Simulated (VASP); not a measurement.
# SiC (P6_3mc) in VASP: further runs, part 2 of 2

VASP 6.6.1.

## 3. Single point, PBE (all C atoms moved +0.075 Å, as atom 5 along Cartesian [0 0 1])

File INCAR:

```
SYSTEM = SiC
ALGO = Normal
EDIFF = 1E-7
ENCUT = 520
GGA = PE
ISIF = 2
ISMEAR = 0
LASPH = .True.
LCHARG = .True.
LELF = .True.
LREAL = .False.
LVHAR = .True.
LWAVE = .False.
NBANDS = 26
NELM = 100
PREC = Accurate
SIGMA = 0.05
```

File KPOINTS:

```
k-points
0
Gamma
  12 12 4
  0 0 0
```

File POSCAR:

```
SiC
1.0
    3.0941201807      0.0000000000      0.0000000000
   -1.5470600903      2.6795866789      0.0000000000
    0.0000000000      0.0000000000     10.1293391985
Si C
4 4
Direct
    0.6666666667      0.3333333333      0.9378441878
    0.3333333333      0.6666666667      0.4378441878
    0.0000000000      0.0000000000      0.6878995565
    0.0000000000      0.0000000000      0.1878995565
    0.6666666667      0.3333333333      0.7572116801
    0.3333333333      0.6666666667      0.2572116801
    0.0000000000      0.0000000000      0.5078520440
    0.0000000000      0.0000000000      0.0078520440
```

Potentials or basis: VASP PAW PBE potentials, release 64 (Si, C).

Command:

```bash
cat potpaw_PBE.64/Si/POTCAR potpaw_PBE.64/C/POTCAR > POTCAR
mpirun -np 1 vasp_std > vasp.out
```

Wall time 49 s (1 thread of Intel Xeon 6975P-C (Granite Rapids), shared host); peak memory 0.25 GiB.

It converged, with:

```
Free energy            : -60.0247 eV
Pressure               : 0.6 GPa
Largest force          : 1.588 eV/Å
Band gap on the k mesh : 1.95 eV (least direct gap 3.03 eV)
```

Forces in eV/Å, atoms in the order of the input:
```
Si   0.000  0.000  1.582
Si   0.000  0.000  1.582
Si   0.000  0.000  1.562
Si   0.000  0.000  1.562
C    0.000  0.000 -1.556
C    0.000  0.000 -1.556
C    0.000  0.000 -1.588
C    0.000  0.000 -1.588
```

Stress tensor (GPa, compression positive):
```
-2.51  0.00  0.00
 0.00 -2.51  0.00
 0.00  0.00  6.77
```

Levels at points of the mesh, in eV from the valence-band top:
```
           k point  band 14  band 15  band 16  band 17  band 18  band 19
(0.00, 0.00, 0.00)    -0.63     0.00     0.00     4.80     5.41     5.91
(0.50, 0.00, 0.00)    -2.40    -2.02    -1.08     1.95     2.19     4.05
(0.00, 0.00, 0.50)    -0.22    -0.22    -0.22     5.01     5.01     6.37
(0.50, 0.00, 0.50)    -2.93    -1.55    -1.55     2.43     2.43     3.96
```

Caveat: the cell differs from its parent crystal (all C atoms moved +0.075 Å, as atom 5 along Cartesian [0 0 1]); forces of over 1 eV/Å act on the atoms, so gaps and moduli don't describe the material at rest. A k mesh can miss the band edges.

## 4. Single point, PBE (all C atoms moved -0.050 Å, as atom 5 along Cartesian [0 0 1])

File INCAR:

```
SYSTEM = SiC
PREC = Accurate ; ENCUT = 520
EDIFF = 1E-6 ; ISMEAR = 0
SIGMA = 0.05 ; LREAL = .FALSE.
LASPH = .TRUE. ; NELM = 100
ALGO = Normal ; ISIF = 2
LWAVE = .FALSE. ; LCHARG = .TRUE.
GGA = PE ; LELF = .TRUE.
LVHAR = .TRUE. ; NBANDS = 26
```

File KPOINTS:

```
Automatic mesh
0
G
  12 12 4
  0 0 0
```

File POSCAR:

```
SiC
1.0
    3.0941201807      0.0000000000      0.0000000000
   -1.5470600903      2.6795866789      0.0000000000
    0.0000000000      0.0000000000     10.1293391985
Si C
4 4
Direct
    0.6666666667      0.3333333333      0.9378441878
    0.3333333333      0.6666666667      0.4378441878
    0.0000000000      0.0000000000      0.6878995565
    0.0000000000      0.0000000000      0.1878995565
    0.6666666667      0.3333333333      0.7448712897
    0.3333333333      0.6666666667      0.2448712897
    0.0000000000      0.0000000000      0.4955116536
    0.0000000000      0.0000000000     -0.0044883464
```

Command:

```bash
cat potpaw_PBE.64/Si/POTCAR potpaw_PBE.64/C/POTCAR > POTCAR
mpirun -np 1 vasp_std > vasp.out
```

It took 49 s on 1 thread of Intel Xeon 6975P-C (Granite Rapids), shared host; peak memory 0.24 GiB.

Results (log left out):

| Property | Result |
| --- | --- |
| Free energy | -60.1654 eV |
| Pressure | 0.2 GPa |
| Largest force | 0.820 eV/Å |
| Band gap on the k mesh | 2.03 eV (least direct gap 3.52 eV) |

Forces in eV/Å, atoms in the order of the input:
```
Si   0.000  0.000 -0.820
Si   0.000  0.000 -0.820
Si   0.000  0.000 -0.793
Si   0.000  0.000 -0.793
C    0.000  0.000  0.800
C    0.000  0.000  0.800
C    0.000  0.000  0.813
C    0.000  0.000  0.813
```

Stress tensor (GPa, compression positive):
```
 1.71  0.00  0.00
 0.00  1.71  0.00
 0.00  0.00 -2.74
```

Levels at points of the mesh, in eV from the valence-band top:
| k point | band 12 | band 13 | band 14 | band 15 | band 16 | band 17 | band 18 | band 19 | band 20 | band 21 |
| --- | --- | --- | --- | --- | --- | --- | --- | --- | --- | --- |
| (0.00, 0.00, 0.00) | -0.91 | -0.91 | -0.36 | -0.36 | 0.00 | 4.72 | 5.28 | 5.87 | 5.96 | 6.65 |
| (0.50, 0.00, 0.00) | -2.69 | -2.66 | -2.28 | -1.60 | -1.49 | 2.03 | 2.08 | 3.92 | 4.43 | 4.91 |
| (0.00, 0.00, 0.50) | -1.36 | -0.55 | -0.55 | -0.55 | -0.55 | 4.92 | 4.92 | 6.41 | 6.41 | 6.73 |
| (0.50, 0.00, 0.50) | -3.29 | -2.52 | -2.52 | -1.89 | -1.89 | 2.40 | 2.40 | 3.95 | 3.95 | 5.82 |

Caveat: the cell differs from its parent crystal (all C atoms moved -0.050 Å, as atom 5 along Cartesian [0 0 1]). A k mesh can miss the band edges.

## 5. Single point, PBE (all C atoms moved +0.025 Å, as atom 5 along Cartesian [0 0 1])

File INCAR:

```
ALGO = Normal
EDIFF = 1E-6
ENCUT = 520
GGA = PE
ISIF = 2
ISMEAR = 0
LASPH = T
LCHARG = F
LREAL = F
LWAVE = F
NBANDS = 26
NELM = 60
PREC = Accurate
SIGMA = 0.05
```

File KPOINTS:

```
k-points
0
Gamma
  12 12 4
```

File POSCAR:

```
SiC
1.0
    3.0941201807      0.0000000000      0.0000000000
   -1.5470600903      2.6795866789      0.0000000000
    0.0000000000      0.0000000000     10.1293391985
Si C
4 4
Direct
    0.6666666667      0.3333333333      0.9378441878
    0.3333333333      0.6666666667      0.4378441878
    0.0000000000      0.0000000000      0.6878995565
    0.0000000000      0.0000000000      0.1878995565
    0.6666666667      0.3333333333      0.7522755240
    0.3333333333      0.6666666667      0.2522755240
    0.0000000000      0.0000000000      0.5029158879
    0.0000000000      0.0000000000      0.0029158879
```

Command:

```bash
cat potpaw_PBE.64/Si/POTCAR potpaw_PBE.64/C/POTCAR > POTCAR
mpirun -np 1 vasp_std > vasp.out
```

Run time: 45 s. Hardware: 1 thread of Intel Xeon 6975P-C (Granite Rapids), shared host; peak memory 0.25 GiB.

It converged, with:

| Item | Value |
| --- | --- |
| Free energy | -60.2258 eV |
| Pressure | 0.0 GPa |
| Largest force | 0.479 eV/Å |
| Band gap on the k mesh | 2.13 eV (least direct gap 3.24 eV) |

Forces in eV/Å, atoms in the order of the input:
```
Si   0.000  0.000  0.479
Si   0.000  0.000  0.479
Si   0.000  0.000  0.468
Si   0.000  0.000  0.468
C    0.000  0.000 -0.469
C    0.000  0.000 -0.469
C    0.000  0.000 -0.478
C    0.000  0.000 -0.478
```

Stress tensor (GPa, compression positive):
```
-0.90  0.00  0.00
 0.00 -0.90  0.00
 0.00  0.00  1.82
```

Levels at points of the mesh, in eV from the valence-band top:
| k point | band 13 | band 14 | band 15 | band 16 | band 17 | band 18 | band 19 | band 20 |
| --- | --- | --- | --- | --- | --- | --- | --- | --- |
| (0.00, 0.00, 0.00) | -0.60 | -0.26 | 0.00 | 0.00 | 4.90 | 5.49 | 6.05 | 6.11 |
| (0.50, 0.00, 0.00) | -2.36 | -2.34 | -1.72 | -1.11 | 2.13 | 2.29 | 4.13 | 4.58 |
| (0.00, 0.00, 0.50) | -0.21 | -0.21 | -0.21 | -0.21 | 5.11 | 5.11 | 6.53 | 6.53 |
| (0.50, 0.00, 0.50) | -2.63 | -2.63 | -1.54 | -1.54 | 2.57 | 2.57 | 4.10 | 4.10 |

Caveat: the cell differs from its parent crystal (all C atoms moved +0.025 Å, as atom 5 along Cartesian [0 0 1]). A k mesh can miss the band edges.

## 6. Single point, PBE (all C atoms moved +0.100 Å, as atom 5 along Cartesian [0 0 1])

File INCAR:

```
SYSTEM = SiC
PREC     = Accurate       ! precision mode
ENCUT    = 520            ! plane-wave cutoff, eV
EDIFF    = 1E-7           ! SCF threshold, eV
ISMEAR   = 0              ! smearing method
SIGMA    = 0.05           ! smearing width, eV
LREAL    = .FALSE.        ! projectors in reciprocal space
LASPH    = .TRUE.         ! aspherical terms in the spheres
NELM     = 100            ! most SCF steps
ALGO     = Normal         ! electronic algorithm
ISIF     = 2              ! what is computed and relaxed
LWAVE    = .FALSE.        ! write WAVECAR
LCHARG   = .FALSE.        ! write CHGCAR
GGA      = PE             ! functional
NBANDS   = 26             ! bands
```

File KPOINTS:

```
regular mesh
0
G
  12 12 4
  0 0 0
```

File POSCAR:

```
SiC
1.0
    3.0941201807      0.0000000000      0.0000000000
   -1.5470600903      2.6795866789      0.0000000000
    0.0000000000      0.0000000000     10.1293391985
Si C
4 4
Direct
    0.6666666667      0.3333333333      0.9378441878
    0.3333333333      0.6666666667      0.4378441878
    0.0000000000      0.0000000000      0.6878995565
    0.0000000000      0.0000000000      0.1878995565
    0.6666666667      0.3333333333      0.7596797582
    0.3333333333      0.6666666667      0.2596797582
    0.0000000000      0.0000000000      0.5103201221
    0.0000000000      0.0000000000      0.0103201221
```

Potentials or basis: VASP PAW PBE potentials, release 64 (Si, C).

Command:

```bash
cat potpaw_PBE.64/Si/POTCAR potpaw_PBE.64/C/POTCAR > POTCAR
mpirun -np 1 vasp_std > vasp.out
```

It took 56 s on 1 thread of Intel Xeon 6975P-C (Granite Rapids), shared host; peak memory 0.25 GiB.

Results (log left out):

- Free energy: -59.8364 eV
- Pressure: 1.2 GPa
- Largest force: 2.227 eV/Å
- Band gap on the k mesh: 1.85 eV (least direct gap 2.92 eV)

Forces in eV/Å, atoms in the order of the input:
```
Si   0.000  0.000  2.213
Si   0.000  0.000  2.213
Si   0.000  0.000  2.194
Si   0.000  0.000  2.194
C    0.000  0.000 -2.180
C    0.000  0.000 -2.180
C    0.000  0.000 -2.227
C    0.000  0.000 -2.227
```

Stress tensor (GPa, compression positive):
```
-3.25  0.00  0.00
 0.00 -3.25  0.00
 0.00  0.00  9.96
```

Levels at points of the mesh, in eV from the valence-band top:
```csv
k point,band 13,band 14,band 15,band 16,band 17,band 18,band 19,band 20
"(0.00, 0.00, 0.00)",-0.65,-0.65,0.00,0.00,4.75,5.37,5.83,5.93
"(0.50, 0.00, 0.00)",-2.43,-2.42,-2.17,-1.07,1.85,2.15,4.01,4.33
"(0.00, 0.00, 0.50)",-0.23,-0.23,-0.23,-0.23,4.97,4.97,6.28,6.28
"(0.50, 0.00, 0.50)",-3.08,-3.08,-1.55,-1.55,2.37,2.37,3.89,3.89
```

Caveat: the cell differs from its parent crystal (all C atoms moved +0.100 Å, as atom 5 along Cartesian [0 0 1]); forces of over 1 eV/Å act on the atoms, so gaps and moduli don't describe the material at rest.

## 7. Overview

| cell | gap on the mesh (eV) | pressure (GPa) | largest force (eV/Å) |
| --- | --- | --- | --- |
| as given, atomic positions A | 1.78 | 0.9 | 1.47 |
| as given, atomic positions B | 1.95 | 0.6 | 1.59 |
| as given, atomic positions C | 2.03 | 0.2 | 0.82 |
| as given, atomic positions D | 2.13 | 0.0 | 0.48 |
| as given, atomic positions E | 1.85 | 1.2 | 2.23 |

Alike in all rows: task single point; level PBE; potentials or basis VASP PAW PBE potentials, release 64 (Si, C); no spin polarisation; k mesh 12 × 12 × 4; cutoff (eV) 520; smearing gaussian 0.05 eV.

Caveats: forces of over 1 eV/Å act on the atoms, so gaps and moduli don't describe the material at rest (at least some runs).

Absolute energies hang on the potentials; compare differences alone.
